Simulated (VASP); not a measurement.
# SiC (I-4m2) in VASP: single point with HSE06

Aim: the single point of SiC with HSE06.

All numbers are computed with VASP 6.6.1; they aren't measurements. Logs are shortened: lines on timing, memory, paths and dates and some standing lists are left out, and cuts for length are marked.

## (1) The cell of the first run

Symmetry: I-4m2, No. 119, tetragonal system. The conventional cell has a = 3.080 Å, b = 3.080 Å, c = 4.269 Å, α = 90.00°, β = 90.00°, γ = 90.00°. Within 2.5 Å of Si (site symmetry -4m2) lie 4 C at 1.87 Å. Within 2.5 Å of C (site symmetry -4m2) lie 4 Si at 1.87 Å.

## (2) Single point, HSE06 (uniaxial z strain -2.0%)

POSCAR reads:

```
SiC
1.0
    0.0000000000      2.1780523450      2.1344912981
    2.1780523450      0.0000000000      2.1344912981
    2.1780523450      2.1780523450      0.0000000000
Si C
1 1
Direct
    0.0000000000      0.0000000000      0.0000000000
    0.2500000000      0.2500000000      0.2500000000
```

INCAR.step1 reads:

```
ALGO     = Normal         # electronic algorithm
EDIFF    = 1E-5           # SCF threshold, eV
ENCUT    = 520            # plane-wave cutoff, eV
GGA      = PE             # functional
ISIF     = 2              # what is computed and relaxed
ISMEAR   = 0              # smearing method
LASPH    = True           # aspherical terms in the spheres
LCHARG   = False          # write CHGCAR
LREAL    = False          # projectors in reciprocal space
LWAVE    = True           # write WAVECAR
NBANDS   = 11             # bands
NELM     = 80             # most SCF steps
PREC     = Accurate       # precision mode
SIGMA    = 0.01           # smearing width, eV
```

INCAR.step2 reads:

```
ALGO     = Normal         # electronic algorithm
EDIFF    = 1E-7           # SCF threshold, eV
ENCUT    = 520            # plane-wave cutoff, eV
GGA      = PE             # functional
HFSCREEN = 0.2079         # screening, 1/A
ISIF     = 2              # what is computed and relaxed
ISMEAR   = 0              # smearing method
ISTART   = 1            
LASPH    = True           # aspherical terms in the spheres
LCHARG   = False          # write CHGCAR
LHFCALC  = True           # exact exchange
LREAL    = False          # projectors in reciprocal space
LWAVE    = False          # write WAVECAR
NBANDS   = 11             # bands
NELM     = 80             # most SCF steps
PREC     = Accurate       # precision mode
PRECFOCK = Normal       
SIGMA    = 0.01           # smearing width, eV
```

KPOINTS reads:

```
k-points
0
Gamma
  8 8 8
```

Potentials or basis: VASP PAW PBE potentials, release 64 (Si, C).

The run is started by

```console
$ cat potpaw_PBE.64/Si/POTCAR potpaw_PBE.64/C/POTCAR > POTCAR
$ cp INCAR.step1 INCAR
$ mpirun -np 1 vasp_std > vasp.out
$ cp INCAR.step2 INCAR
$ mpirun -np 1 vasp_std > vasp.out
```

OUTCAR:

```text
EDIFF = 1E-7
   ENCUT = 520
   GGA = PE
   HFSCREEN = 0.2079
   ISIF = 2
   ISMEAR = 0
   ISTART = 1
   LASPH = True
   LHFCALC = True
   LREAL = False
   NELM = 80
   PREC = Accurate
   PRECFOCK = Normal

 ion  position               nearest neighbor table
   1  0.000  0.000  0.000-   2 1.87   2 1.87   2 1.87   2 1.87
   2  0.250  0.250  0.250-   1 1.87   1 1.87   1 1.87   1 1.87

  LATTYP: Found a body centered tetragonal cell.
 ALAT       =     3.0802311659
 C/A-ratio  =     1.3859292911

  Lattice vectors:

 A1 = (   0.0000000000,  -2.1780523450,  -2.1344912981)
 A2 = (   0.0000000000,   2.1780523450,  -2.1344912981)
 A3 = (   2.1780523450,   0.0000000000,   2.1344912981)

Analysis of symmetry for initial positions (statically):
=====================================================================
 Subroutine PRICEL returns:
 Original cell was already a primitive cell.

 Routine SETGRP: Setting up the symmetry group for a
 body centered tetragonal supercell.

 Subroutine GETGRP returns: Found  8 space group operations
 (whereof  8 operations were pure point group operations)
 out of a pool of 16 trial point group operations.

The static configuration has the point symmetry D_2d.

Analysis of symmetry for dynamics (positions and initial velocities):
=====================================================================
 Subroutine PRICEL returns:
 Original cell was already a primitive cell.

 Routine SETGRP: Setting up the symmetry group for a
 body centered tetragonal supercell.

 Subroutine GETGRP returns: Found  8 space group operations
 (whereof  8 operations were pure point group operations)
 out of a pool of 16 trial point group operations.

The dynamic configuration has the point symmetry D_2d.

 Subroutine INISYM returns: Found  8 space group operations
 (whereof  8 operations are pure point group operations),
 and found     1 'primitive' translations

----------------------------------------------------------------------------------------

                                     Primitive cell

  volume of cell :      20.2517

  direct lattice vectors                    reciprocal lattice vectors
     0.000000000  2.178052345  2.134491298    -0.229562894  0.229562894  0.234247851
     2.178052345  0.000000000  2.134491298     0.229562894 -0.229562894  0.234247851
     2.178052345  2.178052345  0.000000000     0.229562894  0.229562894 -0.234247851

  length of vectors
     3.049584417  3.049584417  3.080231166     0.400337733  0.400337733  0.400337733

  position of ions in fractional coordinates (direct lattice)
     0.000000000  0.000000000  0.000000000
     0.250000000  0.250000000  0.250000000

  ion indices of the primitive-cell ions
   primitive index   ion index
                 1           1
                 2           2

----------------------------------------------------------------------------------------

 KPOINTS: k-points

Automatic generation of k-mesh.
 Grid dimensions read from file:
 generate k-points for:    8    8    8

 Generating k-lattice:

  Cartesian coordinates                     Fractional coordinates (reciprocal lattice)
    -0.028695362  0.028695362  0.029280981     0.125000000 -0.000000000  0.000000000
     0.028695362 -0.028695362  0.029280981    -0.000000000  0.125000000  0.000000000
     0.028695362  0.028695362 -0.029280981     0.000000000  0.000000000  0.125000000

  Length of vectors
     0.050042217  0.050042217  0.050042217

  Shift w.r.t. Gamma in fractional coordinates (k-lattice)
     0.000000000  0.000000000  0.000000000

 Subroutine IBZKPT returns following result:
 ===========================================

 Found     59 irreducible k-points:

 Following reciprocal coordinates:
            Coordinates               Weight
  0.000000  0.000000  0.000000      1.000000
  0.125000 -0.000000  0.000000      8.000000
  0.250000 -0.000000  0.000000      8.000000
  0.375000  0.000000  0.000000      8.000000
  0.500000 -0.000000  0.000000      4.000000
  0.125000  0.125000  0.000000      2.000000
[... 16 lines left out ...]
  0.250000 -0.000000  0.125000     16.000000
  0.375000 -0.000000  0.125000     16.000000
 [... further k-points ...]
   k-points           NKPTS =     59   k-points in BZ     NKDIM =    512   number of bands    NBANDS=     11
   number of dos      NEDOS =    301   number of ions     NIONS =      2
   total plane-waves  NPLWV =  13824
   dimension x,y,z NGX =    24 NGY =   24 NGZ =   24
   dimension x,y,z NGXF=    48 NGYF=   48 NGZF=   48
   ions per type =               1   1
   NGX,Y,Z   is equivalent  to a cutoff of  13.08, 13.08, 12.95 a.u.
   NGXF,Y,Z  is equivalent  to a cutoff of  26.17, 26.17, 25.91 a.u.
 SYSTEM =  unknown system
   PREC   = accura    normal or accurate (medium, high low for compatibility)
   ISTART =      1    job   : 0-new  1-cont  2-samecut
   ICHARG =      0    charge: 1-file 2-atom 10-const
   ISPIN  =      1    spin polarized calculation?
   LNONCOLLINEAR =      F non collinear calculations
   LSORBIT =      F    spin-orbit coupling
   LASPH  =      T    aspherical Exc in radial PAW
   ENCUT  =  520.0 eV  38.22 Ry    6.18 a.u.   5.67  5.67  5.73*2*pi/ulx,y,z
   NELM   =     80;   NELMIN=  2; NELMDL=  0     # of ELM steps
   EDIFF  = 0.1E-06   stopping-criterion for ELM
   LREAL  =      F    real-space projection
   EDIFFG = 0.1E-05   stopping-criterion for IOM
   NSW    =      0    number of steps for IOM
   IBRION =     -1    ionic relax: 0-MD 1-quasi-New 2-CG
   NFREE  =      0    steps in history (QN), initial steepest desc. (CG)
   ISIF   =      2    stress and relaxation
   ISYM   =      3    0-nonsym 1-usesym 2-fastsym
   POTIM  = 0.5000    time-step for ionic-motion
   TEBEG  =    0.0;   TEEND  =   0.0 temperature during run
   PSTRESS=    0.0 pullay stress
   NELECT =       8.0000    total number of electrons
   NUPDOWN=      -1.0000    fix difference up-down
   EMIN   =  10.00;   EMAX   =-10.00  energy-range for DOS
   EFERMI =   0.00;   METHOD = LEGACY
   ISMEAR =     0;   SIGMA  =   0.01  broadening in eV -4-tet -1-fermi 0-gaus
   EFERMI_NEDOS =   21; number of points for ismear=-14 and -15
   IALGO  =     38    algorithm
   IMIX   =      1    mixing-type and parameters
     AMIX     =   0.40;   BMIX     =  1.00
     AMIX_MAG =   1.60;   BMIX_MAG =  1.00
  volume/ion in A,a.u.               =      10.13        68.33
  Fermi-wavevector in a.u.,A,eV,Ry     =   1.201207  2.269952 19.631820  1.442898
  Thomas-Fermi vector in A             =   2.337022
   LORBIT       =      0    0 simple, 1 ext, 2 COOP (PROOUT), +10 PAW based schemes
   GGA     = PE    functional components
   LHFCALC =     T    Hartree Fock is set to
   PRECFOCK=normal    Normal, Fast or Accurate (Low or Medium for compatibility)
   ENCUT4O =  -1.0   cutoff for four orbital integrals eV
   NKREDX  =     1    reduce k-point grid by
   NKREDY  =     1    reduce k-point grid by
   NKREDZ  =     1    reduce k-point grid by
   AEXX    =    0.2500 exact exchange contribution
   HFSCREEN=    0.2079 screening length (either q_TF or 0.3 A-1)
   HFSCREENC=   0.2079 screening length for correlation (either q_TF or 0.3 A-1)
   ENCUTFOCK=  -1.0 apply spherical cutoff to Coloumb kernel
   IVDW    =     0    specifies the selected vdW correction
   LEPSILON=     F    determine dielectric tensor
   LRPA    =     F    only Hartree local field effects (RPA)
 non-spin polarized calculation
 Gauss-broadening in eV      SIGMA  =   0.01
  energy-cutoff  :      520.00
  volume of cell :       20.25
 maximum number of plane-waves:       560
  NGX = 18; NGY = 18; NGZ = 18

 number of electron       8.0000000 magnetization

 Free energy of the ion-electron system (eV)
  ---------------------------------------------------
  ext. energy  EPLUGINS =         0.00000000
  ---------------------------------------------------
  free energy    TOTEN  =       -17.41653086 eV

  energy without entropy =      -17.41653086  energy(sigma->0) =      -17.41653086

 E-fermi :   7.9323     XC(G=0):  -9.4295

 val. band max:        7.8217624927   @ k =   0.0000   0.0000   0.0000
 cond. band min:       9.8200605029   @ k =   0.5000   0.5000   0.0000
 fundamental gap:      1.9982980102
 Fermi energy:         7.9322648802

 k-point     1 :       0.0000    0.0000    0.0000
  band No.  band energies     occupation
      1      -9.4358      2.00000
      2       7.6836      2.00000
      3       7.6836      2.00000
      4       7.8218      2.00000
      5      15.5298      0.00000
      6      16.4437      0.00000
      7      16.4990      0.00000
      8      16.4990      0.00000
      9      23.6234      0.00000
     10      24.2545      0.00000
     11      26.0598      0.00000

 k-point     2 :       0.1250   -0.0000    0.0000
  band No.  band energies     occupation
      1      -9.0991      2.00000
      2       6.1123      2.00000
      3       7.4491      2.00000
      4       7.5739      2.00000
      5      15.6834      0.00000
      6      16.8521      0.00000
      7      16.8688      0.00000
      8      17.1650      0.00000
      9      22.3817      0.00000
     10      22.8181      0.00000
     11      25.4877      0.00000

 k-point     3 :       0.2500   -0.0000    0.0000
  band No.  band energies     occupation
      1      -8.1141      2.00000
      2       2.9878      2.00000
      3       6.9712      2.00000
      4       7.1577      2.00000
      5      15.1328      0.00000
      6      17.0089      0.00000
      7      17.2158      0.00000
      8      18.8209      0.00000
      9      22.4324      0.00000
     10      22.4997      0.00000
     11      24.5687      0.00000
[... 267 lines left out ...]
 k-point    23 :       0.2500   -0.0000    0.1250
  band No.  band energies     occupation
      1      -8.2273      2.00000
      2       4.0909      2.00000
      3       6.3965      2.00000
      4       6.6476      2.00000
      5      14.7466      0.00000
      6      16.9571      0.00000
      7      17.8093      0.00000
      8      18.4704      0.00000
      9      20.9308      0.00000
     10      24.4117      0.00000
     11      26.6932      0.00000

 k-point    24 :       0.3750   -0.0000    0.1250
  band No.  band energies     occupation
      1      -6.8859      2.00000
      2       1.0837      2.00000
      3       5.9095      2.00000
      4       6.1268      2.00000
      5      14.4187      0.00000
      6      16.6966      0.00000
      7      18.1529      0.00000
      8      18.8995      0.00000
      9      22.6085      0.00000
     10      25.8319      0.00000
     11      26.4905      0.00000

 [... further k-points ...]

------------------------ aborting loop because EDIFF is reached ----------------------------------------

  FORCE on cell =-STRESS in cart. coord.  units (eV):
  Direction    XX          YY          ZZ          XY          YZ          ZX
  --------------------------------------------------------------------------------------
  -------------------------------------------------------------------------------------
  Total        0.1810846      0.1810846      0.8609603      0.0000000     -0.0000000      0.0000000
  in kB       14.3262027     14.3262027     68.1134216      0.0000000     -0.0000000      0.0000000
  external PRESSURE =      32.2552757 kB  Pullay stress =       0.0000000 kB

 VOLUME and BASIS-vectors are now :
 -----------------------------------------------------------------------------
  energy-cutoff  :      520.00
  volume of cell :       20.25
      direct lattice vectors                 reciprocal lattice vectors
     0.000000000  2.178052345  2.134491298    -0.229562894  0.229562894  0.234247851
     2.178052345  0.000000000  2.134491298     0.229562894 -0.229562894  0.234247851
     2.178052345  2.178052345  0.000000000     0.229562894  0.229562894 -0.234247851

 POSITION                                       TOTAL-FORCE (eV/Angst)
 -----------------------------------------------------------------------------------
      0.00000      0.00000      0.00000         0.000000      0.000000      0.000000
      1.08903      1.08903      1.06725        -0.000000     -0.000000     -0.000000
 -----------------------------------------------------------------------------------
    total drift:                                0.000000      0.000000     -0.000000

  FREE ENERGIE OF THE ION-ELECTRON SYSTEM (eV)
  ---------------------------------------------------
  free  energy   TOTEN  =       -17.4165308634 eV

  energy  without entropy=      -17.4165308634  energy(sigma->0) =      -17.41653086
```

Run time: 76 min. Hardware: 1 thread of AMD EPYC 7R43 (Zen 3), shared host; peak memory 0.22 GiB.

What came out:

```yaml
Free_energy: -17.4165 eV
Pressure: 3.2 GPa
Band_gap_on_the_k_mesh: 2.00 eV (least direct gap 5.73 eV)
```

Caveat: the cell differs from its parent crystal (uniaxial z strain -2.0%); the cell stands under pressure; the PAW data sets were made with another functional, which shifts forces and pressure a little. A k mesh can miss the band edges.
